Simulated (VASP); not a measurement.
# HfZr2S6 in VASP: notebook

HfZr2S6 is run at these levels: PBE; tasks: relaxation of cell and atoms, single point.

Program: VASP 6.6.1. These are calculated values, not measurements. Logs are shortened: lines on timing, memory, paths and dates and some standing lists are left out, and cuts for length are marked.

### 1 The cell of the first run

The structure is trigonal, space group R-3 (No. 148). The conventional cell has a = 6.201 Å, b = 6.201 Å, c = 17.577 Å, α = 90.00°, β = 90.00°, γ = 120.00°. Zr (site symmetry 3) has 6 S at 2.49 Å within 3.3 Å. Hf (site symmetry -3) has 6 S at 2.49 Å within 3.3 Å. S (site symmetry 1) has 2 Zr at 2.49 Å and 1 Hf at 2.49 Å within 3.3 Å.

### 2 Relaxation of cell and atoms, PBE

INCAR reads:

```
  PREC = Accurate
  ENCUT = 600
  EDIFF = 1E-7
  ISMEAR = 0
  SIGMA = 0.1
  LREAL = F
  LASPH = T
  NELM = 80
  ALGO = Normal
  ISIF = 3
  LWAVE = F
  LCHARG = F
  GGA = PE
  IBRION = 2
  NSW = 90
  EDIFFG = -0.04
```

KPOINTS reads:

```
Automatic mesh
0
Gamma
  3 3 3
```

POSCAR reads:

```
HfZr2S6
1.0
    3.1005330400      1.7900935900      5.8591019500
   -3.1005330400      1.7900935900      5.8591019500
    0.0000000000     -3.5801871700      5.8591019500
Zr Hf S
2 1 6
Direct
    0.8333333300      0.8333333300      0.8333333300
    0.1666666700      0.1666666700      0.1666666700
    0.5000000000      0.5000000000      0.5000000000
    0.2459699900      0.5793033200      0.9126366600
    0.9126366600      0.2459699900      0.5793033200
    0.5793033200      0.9126366600      0.2459699900
    0.4206966800      0.0873633400      0.7540300100
    0.0873633400      0.7540300100      0.4206966800
    0.7540300100      0.4206966800      0.0873633400
```

Potentials or basis: VASP PAW PBE potentials, release 64 (Zr_sv, Hf_pv, S).

Run with:

```sh
$ cat potpaw_PBE.64/Zr_sv/POTCAR potpaw_PBE.64/Hf_pv/POTCAR potpaw_PBE.64/S/POTCAR > POTCAR
$ mpirun -np 1 vasp_std > vasp.out
```

OUTCAR:

```text
PREC = Accurate
   ENCUT = 600
   EDIFF = 1E-7
   ISMEAR = 0
   LREAL = F
   LASPH = T
   NELM = 80
   ISIF = 3
   GGA = PE
   IBRION = 2
   NSW = 90
   EDIFFG = -0.04

 ion  position               nearest neighbor table
   1  0.833  0.833  0.833-   7 2.49   8 2.49   9 2.49   4 2.49   6 2.49   5 2.49   3 3.58   3 3.58
                             2 3.58   2 3.58   3 3.58   2 3.58
   2  0.167  0.167  0.167-   6 2.49   5 2.49   4 2.49   9 2.49   7 2.49   8 2.49   3 3.58   3 3.58
                             1 3.58   1 3.58   3 3.58   1 3.58
   3  0.500  0.500  0.500-   5 2.49   8 2.49   4 2.49   9 2.49   6 2.49   7 2.49   2 3.58   2 3.58
                             1 3.58   1 3.58   2 3.58   1 3.58
   4  0.246  0.579  0.913-   2 2.49   3 2.49   1 2.49
   5  0.913  0.246  0.579-   2 2.49   3 2.49   1 2.49
   6  0.579  0.913  0.246-   2 2.49   3 2.49   1 2.49
   7  0.421  0.087  0.754-   1 2.49   3 2.49   2 2.49
   8  0.087  0.754  0.421-   1 2.49   3 2.49   2 2.49
   9  0.754  0.421  0.087-   1 2.49   3 2.49   2 2.49

  LATTYP: Found a trigonal (rhomboedric) cell.
 ALAT       =     6.8663538981
 COS(alpha) =     0.5921970563

  Lattice vectors:

 A1 = (   3.1005330400,   1.7900935900,   5.8591019500)
 A2 = (  -3.1005330400,   1.7900935900,   5.8591019500)
 A3 = (   0.0000000000,  -3.5801871700,   5.8591019500)

Analysis of symmetry for initial positions (statically):
=====================================================================
 Subroutine PRICEL returns:
 Original cell was already a primitive cell.

 Routine SETGRP: Setting up the symmetry group for a
 trigonal (rhombohedral) supercell.

 Subroutine GETGRP returns: Found  6 space group operations
 (whereof  6 operations were pure point group operations)
 out of a pool of 12 trial point group operations.

The static configuration has the point symmetry S_6 .

Analysis of symmetry for dynamics (positions and initial velocities):
=====================================================================
 Subroutine PRICEL returns:
 Original cell was already a primitive cell.

 Routine SETGRP: Setting up the symmetry group for a
 trigonal (rhombohedral) supercell.

 Subroutine GETGRP returns: Found  6 space group operations
 (whereof  6 operations were pure point group operations)
 out of a pool of 12 trial point group operations.

The dynamic configuration has the point symmetry S_6 .

 Subroutine INISYM returns: Found  6 space group operations
 (whereof  6 operations are pure point group operations),
 and found     1 'primitive' translations

----------------------------------------------------------------------------------------

                                     Primitive cell

  volume of cell :     195.1167

  direct lattice vectors                    reciprocal lattice vectors
     3.100533040  1.790093590  5.859101950     0.161262594  0.093105002  0.056891540
    -3.100533040  1.790093590  5.859101950    -0.161262594  0.093105002  0.056891540
     0.000000000 -3.580187170  5.859101950     0.000000000 -0.186210004  0.056891540

  length of vectors
     6.866353898  6.866353898  6.866353897     0.194706992  0.194706992  0.194706992

  position of ions in fractional coordinates (direct lattice)
     0.833333330  0.833333330  0.833333330
     0.166666670  0.166666670  0.166666670
     0.500000000  0.500000000  0.500000000
     0.245969990  0.579303320  0.912636660
     0.912636660  0.245969990  0.579303320
     0.579303320  0.912636660  0.245969990
     0.420696680  0.087363340  0.754030010
     0.087363340  0.754030010  0.420696680
     0.754030010  0.420696680  0.087363340

  ion indices of the primitive-cell ions
   primitive index   ion index
                 1           1
                 2           2
                 3           3
                 4           4
                 5           5
                 6           6
                 7           7
                 8           8
                 9           9

----------------------------------------------------------------------------------------

 KPOINTS: Automatic mesh

Automatic generation of k-mesh.
 Grid dimensions read from file:
 generate k-points for:    3    3    3

 Generating k-lattice:

  Cartesian coordinates                     Fractional coordinates (reciprocal lattice)
     0.053754198  0.031035001  0.018963847     0.333333333  0.000000000  0.000000000
    -0.053754198  0.031035001  0.018963847     0.000000000  0.333333333  0.000000000
     0.000000000 -0.062070001  0.018963847    -0.000000000 -0.000000000  0.333333333

  Length of vectors
     0.064902331  0.064902331  0.064902331

  Shift w.r.t. Gamma in fractional coordinates (k-lattice)
     0.000000000  0.000000000  0.000000000

 Subroutine IBZKPT returns following result:
 ===========================================

 Found      6 irreducible k-points:

 Following reciprocal coordinates:
            Coordinates               Weight
[... 31 lines left out ...]
   ISYM   =      2    0-nonsym 1-usesym 2-fastsym
   POTIM  = 0.5000    time-step for ionic-motion
   TEBEG  =    0.0;   TEEND  =   0.0 temperature during run
   PSTRESS=    0.0 pullay stress
   NELECT =      70.0000    total number of electrons
   NUPDOWN=      -1.0000    fix difference up-down
   EMIN   =  10.00;   EMAX   =-10.00  energy-range for DOS
   EFERMI =   0.00;   METHOD = LEGACY
   ISMEAR =     0;   SIGMA  =   0.10  broadening in eV -4-tet -1-fermi 0-gaus
   EFERMI_NEDOS =   21; number of points for ismear=-14 and -15
   IALGO  =     38    algorithm
   IMIX   =      4    mixing-type and parameters
     AMIX     =   0.40;   BMIX     =  1.00
     AMIX_MAG =   1.60;   BMIX_MAG =  1.00
  volume/ion in A,a.u.               =      21.68       146.30
  Fermi-wavevector in a.u.,A,eV,Ry     =   1.163258  2.198239 18.410984  1.353169
  Thomas-Fermi vector in A             =   2.299810
   LORBIT       =      0    0 simple, 1 ext, 2 COOP (PROOUT), +10 PAW based schemes
   GGA     = PE    functional components
   LHFCALC =     F    Hartree Fock is set to
   AEXX    =    0.0000 exact exchange contribution
   IVDW    =     0    specifies the selected vdW correction
   LEPSILON=     F    determine dielectric tensor
   LRPA    =     F    only Hartree local field effects (RPA)
 conjugate gradient relaxation of ions
 non-spin polarized calculation
 Gauss-broadening in eV      SIGMA  =   0.10
  energy-cutoff  :      600.00
  volume of cell :      195.12
 maximum number of plane-waves:      6563
   NGX = 27   NGY = 27   NGZ = 27

--------------------------------------- Ionic step        1  -------------------------------------------

 number of electron      69.9999999 magnetization

 Free energy of the ion-electron system (eV)
  ---------------------------------------------------
  ext. energy  EPLUGINS =         0.00000000
  ---------------------------------------------------
  free energy    TOTEN  =       -65.24468022 eV

  energy without entropy =      -65.24468022  energy(sigma->0) =      -65.24468022

------------------------ aborting loop because EDIFF is reached ----------------------------------------

  FORCE on cell =-STRESS in cart. coord.  units (eV):
  Direction    XX          YY          ZZ          XY          YZ          ZX
  --------------------------------------------------------------------------------------
  -------------------------------------------------------------------------------------
  Total       11.6244733     11.6244733     11.3903488     -0.0000000      0.0000000      0.0000000
  in kB       95.4529732     95.4529733     93.5304879     -0.0000002      0.0000001      0.0000000
  external PRESSURE =      94.8121448 kB  Pullay stress =       0.0000000 kB
[... 110 lines left out ...]
  FREE ENERGIE OF THE ION-ELECTRON SYSTEM (eV)
  ---------------------------------------------------
  free  energy   TOTEN  =       -65.7355712236 eV

  energy  without entropy=      -65.7355712236  energy(sigma->0) =      -65.73557122

 E-fermi :   3.5965     XC(G=0):  -9.0335

 val. band max:        3.1245325835   @ k =   0.0000   0.0000   0.0000
 cond. band min:       4.4061381824   @ k =  -0.3333   0.3333   0.0000
 fundamental gap:      1.2816055989
 Fermi energy:         3.5964688522

 k-point     1 :       0.0000    0.0000    0.0000
  band No.  band energies     occupation
      1     -45.7816      2.00000
      2     -45.7677      2.00000
      3     -27.4724      2.00000
      4     -27.4706      2.00000
      5     -27.4706      2.00000
      6     -23.8698      2.00000
[... 259 lines left out ...]
     41       6.4970      0.00000
     42       6.6970      0.00000

[... ionic steps 4 to 15 ...]

--------------------------------------- Ionic step       16  -------------------------------------------

 number of electron      70.0000001 magnetization

------------------------ aborting loop because EDIFF is reached ----------------------------------------

  FORCE on cell =-STRESS in cart. coord.  units (eV):
  Direction    XX          YY          ZZ          XY          YZ          ZX
  --------------------------------------------------------------------------------------
  -------------------------------------------------------------------------------------
  Total       -0.3778187     -0.3778187      0.0369856     -0.0000000     -0.0000000      0.0000000
  in kB       -2.6426703     -2.6426703      0.2586974     -0.0000001     -0.0000000      0.0000000
  external PRESSURE =      -1.6755478 kB  Pullay stress =       0.0000000 kB
[... 71 lines left out ...]
  energy  without entropy=      -65.7999679277  energy(sigma->0) =      -65.79996793

--------------------------------------- Ionic step       18  -------------------------------------------

 number of electron      69.9999999 magnetization

 Free energy of the ion-electron system (eV)
  ---------------------------------------------------
  ext. energy  EPLUGINS =         0.00000000
  ---------------------------------------------------
  free energy    TOTEN  =       -65.80121803 eV

  energy without entropy =      -65.80121803  energy(sigma->0) =      -65.80121803

 E-fermi :   3.2879     XC(G=0):  -8.8230

 val. band max:        2.8105681454   @ k =   0.0000   0.0000   0.0000
 cond. band min:       4.0746304794   @ k =  -0.3333   0.3333   0.0000
 fundamental gap:      1.2640623339
 Fermi energy:         3.2879010845

 k-point     1 :       0.0000    0.0000    0.0000
  band No.  band energies     occupation
      1     -46.1087      2.00000
      2     -46.0946      2.00000
      3     -27.7797      2.00000
      4     -27.7797      2.00000
      5     -27.7790      2.00000
      6     -24.1948      2.00000
[... 295 lines left out ...]
  FREE ENERGIE OF THE ION-ELECTRON SYSTEM (eV)
  ---------------------------------------------------
  free  energy   TOTEN  =       -65.8012180261 eV

  energy  without entropy=      -65.8012180261  energy(sigma->0) =      -65.80121803

 reached required accuracy - stopping structural energy minimisation
```

It took 18 min on 1 thread of Intel Xeon 6975P-C (Granite Rapids), shared host; peak memory 0.49 GiB.

Results:

```
Free energy                           : -65.8012 eV
Relaxed volume                        : 25.65 Å³/atom
Relaxed cell                          : a = 7.553 Å, b = 7.553 Å, c = 7.553 Å, α = 49.74°, β = 49.74°, γ = 49.74°
Space group after relaxing (to 0.1 Å) : R-3 (No. 148)
Energy gained by relaxing             : 61.8 meV/atom
Ionic steps                           : 18
Pressure after relaxing               : 0.2 GPa
Largest force after relaxing          : 0.026 eV/Å
Band gap on the k mesh                : 1.26 eV (least direct gap 1.73 eV)
```

Forces in eV/Å, atoms in the order of the input:
```
Zr   0.000  0.000  0.000
Zr   0.000  0.000  0.000
Hf   0.000  0.000  0.000
S    0.011  0.019  0.014
S   -0.022  0.000  0.014
S    0.011 -0.019  0.014
S   -0.011  0.019 -0.014
S    0.022  0.000 -0.014
S   -0.011 -0.019 -0.014
```

Step by step:
```csv
step,energy change (eV),largest force (eV/Å),pressure (GPa),volume (Å³)
1,0.0000,1.1581,9.48,195.12
2,0.3845,1.4478,-8.91,233.63
3,-0.4909,0.1987,-0.14,210.41
4,-0.4913,0.1808,0.08,209.99
5,-0.4912,0.1700,0.23,209.68
6,-0.5000,0.1146,0.24,210.24
7,-0.5092,0.1261,0.28,211.66
8,-0.5168,0.1476,-0.15,213.84
9,-0.5218,0.1984,-0.80,217.35
10,-0.5243,0.1860,-0.75,217.63
11,-0.5311,0.1481,-0.59,218.48
12,-0.5413,0.0725,-0.27,220.16
13,-0.5480,0.0970,0.43,223.52
14,-0.5482,0.0806,0.36,223.17
15,-0.5505,0.0723,0.21,224.75
16,-0.5535,0.0782,-0.17,229.06
17,-0.5553,0.0559,-0.04,229.76
18,-0.5565,0.0259,0.15,230.83
```

Final structure:
```yaml
crystal:
  lattice:
    - [3.17671, 1.83408, 6.60300]
    - [-3.17671, 1.83408, 6.60300]
    - [0.00000, -3.66815, 6.60300]
  atoms:
    - { symbol: Zr, position: [0.83335, 0.83335, 0.83335] }
    - { symbol: Zr, position: [0.16665, 0.16665, 0.16665] }
    - { symbol: Hf, position: [0.50000, 0.50000, 0.50000] }
    - { symbol: S, position: [0.24222, 0.57304, 0.90393] }
    - { symbol: S, position: [0.90393, 0.24222, 0.57304] }
    - { symbol: S, position: [0.57304, 0.90393, 0.24222] }
    - { symbol: S, position: [0.42696, 0.09607, 0.75778] }
    - { symbol: S, position: [0.09607, 0.75778, 0.42696] }
    - { symbol: S, position: [0.75778, 0.42696, 0.09607] }
```

Caveat: the volume moved by over 15 % at a fixed basis, so the end points are rough; spin-orbit coupling is left out, which moves the levels of the heavy elements; an odd mesh through Γ misses points on the zone boundary, where band edges can lie.

### 3 Single point, PBE

This run uses another cell than the first one, of 26.40 Å³/atom.

INCAR reads:

```
ALGO = Normal ; EDIFF = 1E-6
ENCUT = 520 ; GGA = PE
ISIF = 2 ; ISMEAR = 0
LASPH = True ; LCHARG = False
LREAL = False ; LWAVE = False
NBANDS = 45 ; NELM = 80
PREC = Accurate ; SIGMA = 0.1
```

KPOINTS reads:

```
k-points
0
Gamma
  4 4 4
```

POSCAR reads:

```
HfZr2S6
1.0
   -3.1818813539      5.5111801687      0.0000000000
   -6.3637627079      0.0000000000      0.0000000000
   -3.1818813539      1.8370600562      6.7758399381
Zr Hf S
2 1 6
Direct
    0.8333382030      0.8333382030      0.4999853911
    0.1666617970      0.1666617970      0.5000146089
    0.5000000000      0.5000000000      0.5000000000
    0.2401956863      0.9022489768      0.2863423875
    0.9022489768      0.5712129494      0.2863423875
    0.5712129494      0.2401956863      0.2863423875
    0.4287870506      0.7598043137      0.7136576125
    0.0977510232      0.4287870506      0.7136576125
    0.7598043137      0.0977510232      0.7136576125
```

Potentials or basis: VASP PAW PBE potentials, release 64 (Zr_sv, Hf_pv, S).

Run with:

```sh
$ cat potpaw_PBE.64/Zr_sv/POTCAR potpaw_PBE.64/Hf_pv/POTCAR potpaw_PBE.64/S/POTCAR > POTCAR
$ mpirun -np 1 vasp_std > vasp.out
```

It took 2.1 min on 1 thread of Intel Xeon 6975P-C (Granite Rapids), shared host; peak memory 0.44 GiB.

Results (log left out):

| Item | Value |
| --- | --- |
| Free energy | -65.8131 eV |
| Pressure | -0.2 GPa |
| Largest force | 0.040 eV/Å |
| Band gap on the k mesh | 1.16 eV (least direct gap 1.60 eV) |

Forces on the atoms (eV/Å):
```
Zr   0.000  0.000  0.000
Zr   0.000  0.000  0.000
Hf   0.000  0.000  0.000
S    0.018  0.031  0.017
S    0.018 -0.031  0.017
S   -0.036  0.000  0.017
S    0.036  0.000 -0.017
S   -0.018  0.031 -0.017
S   -0.018 -0.031 -0.017
```

Stress tensor (GPa, compression positive):
```
-0.21  0.00  0.00
 0.00 -0.21  0.00
 0.00  0.00 -0.13
```

Levels at points of the mesh, in eV from the valence-band top:
```
           k point  band 33  band 34  band 35  band 36  band 37  band 38
(0.00, 0.00, 0.00)    -0.42     0.00     0.00     1.79     1.79     2.36
(0.50, 0.00, 0.00)    -0.95    -0.47    -0.44     1.16     2.07     2.26
(0.50, 0.50, 0.00)    -0.99    -0.54    -0.50     1.27     2.10     2.30
(0.00, 0.00, 0.50)    -1.16    -0.02    -0.02     1.78     1.78     2.36
```

Caveat: spin-orbit coupling is left out, which moves the levels of the heavy elements; this functional lacks dispersion, which binds the layers, so the pressure and a relaxed spacing across them are unreliable.

### 4 Single point, PBE

This run uses another cell than the first one, of 26.91 Å³/atom.

INCAR reads:

```
SYSTEM = HfZr2S6
PREC = Accurate ; ENCUT = 520
EDIFF = 1E-6 ; ISMEAR = 0
SIGMA = 0.1 ; LREAL = .False.
LASPH = .True. ; NELM = 80
ALGO = Normal ; ISIF = 2
LWAVE = .False. ; LCHARG = .False.
GGA = PE ; NBANDS = 45
```

KPOINTS reads:

```
Automatic mesh
0
Gamma
  4 4 4
  0 0 0
```

POSCAR reads:

```
HfZr2S6
1.0
   -3.1821144377      5.5110846078     -0.0505884473
   -6.3641310421     -0.0000404756     -0.0243351223
   -3.1575818364      1.7936161760      6.8815906061
Zr Hf S
2 1 6
Direct
    0.8334391411      0.8334580683      0.4996813804
    0.1666215365      0.1665357396      0.5002129201
    0.4999392564      0.5000023496      0.5000833311
    0.2355397124      0.9009917792      0.2903622058
    0.8974247268      0.5697551382      0.2904195870
    0.5662082340      0.2390564284      0.2903972138
    0.4337887337      0.7610322985      0.7096361796
    0.1024661969      0.4302443626      0.7096090603
    0.7645724623      0.0989238357      0.7095981220
```

Run with:

```sh
$ cat potpaw_PBE.64/Zr_sv/POTCAR potpaw_PBE.64/Hf_pv/POTCAR potpaw_PBE.64/S/POTCAR > POTCAR
$ mpirun -np 1 vasp_std > vasp.out
```

Wall time 5.1 min (1 thread of Intel Xeon 6975P-C (Granite Rapids), shared host); peak memory 0.57 GiB.

The run converged. Its results:

```yaml
Free_energy: -65.8128 eV
Pressure: -0.2 GPa
Largest_force: 0.039 eV/Å
Band_gap_on_the_k_mesh: 1.17 eV (least direct gap 1.60 eV)
```

Forces in eV/Å, atoms in the order of the input:
```
Zr   0.002  0.000  0.001
Zr  -0.003 -0.001  0.001
Hf   0.001  0.002  0.001
S    0.019  0.028  0.015
S    0.015 -0.030  0.014
S   -0.035  0.002  0.014
S    0.036 -0.002 -0.016
S   -0.016  0.031 -0.016
S   -0.020 -0.030 -0.014
```

Levels at points of the mesh, in eV from the valence-band top:
```tsv
k point	band 33	band 34	band 35	band 36	band 37	band 38
(0.00, 0.00, 0.00)	-0.47	0.00	0.00	1.79	1.79	2.36
(0.50, 0.00, 0.00)	-0.95	-0.46	-0.43	1.17	2.07	2.26
(0.00, 0.50, 0.00)	-0.95	-0.47	-0.44	1.17	2.07	2.27
(0.50, 0.50, 0.00)	-0.99	-0.53	-0.49	1.26	2.11	2.30
(0.00, 0.00, 0.50)	-1.12	-0.02	-0.02	1.79	1.79	2.36
(0.50, 0.00, 0.50)	-0.98	-0.54	-0.50	1.26	2.11	2.30
(0.00, 0.50, 0.50)	-0.99	-0.53	-0.49	1.26	2.10	2.30
(0.50, 0.50, 0.50)	-0.95	-0.47	-0.44	1.17	2.07	2.27
```

Caveat: spin-orbit coupling is left out, which moves the levels of the heavy elements.

### 5 The runs side by side

| task | cell | k mesh | cutoff (eV) | gap on the mesh (eV) | pressure (GPa) | largest force (eV/Å) |
| --- | --- | --- | --- | --- | --- | --- |
| relaxation of cell and atoms | relaxed from a = 6.866 Å, angles 53.7°, 9 atoms, atomic positions A | 3 × 3 × 3 | 600 | 1.26 | 0.2 | 0.03 |
| single point | a = 6.364, b = 6.364, c = 7.708 Å, angles 65.6, 65.6, 60.0°, 9 atoms, atomic positions B | 4 × 4 × 4 | 520 | 1.16 | -0.2 | 0.04 |
| single point | a = 6.364, b = 6.364, c = 7.781 Å, angles 66.3, 66.7, 60.0°, 9 atoms, atomic positions C | 4 × 4 × 4 | 520 | 1.17 | -0.2 | 0.04 |

Alike in all rows: level PBE; potentials or basis VASP PAW PBE potentials, release 64 (Zr_sv, Hf_pv, S); no spin polarisation; smearing gaussian 0.1 eV.

Caveats: spin-orbit coupling is left out, which moves the levels of the heavy elements; the volume moved by over 15 % at a fixed basis, so the end points are rough (at least some runs); an odd mesh through Γ misses points on the zone boundary, where band edges can lie (at least some runs); this functional lacks dispersion, which binds the layers, so the pressure and a relaxed spacing across them are unreliable (at least some runs).

Absolute energies hang on the potentials; compare differences alone.
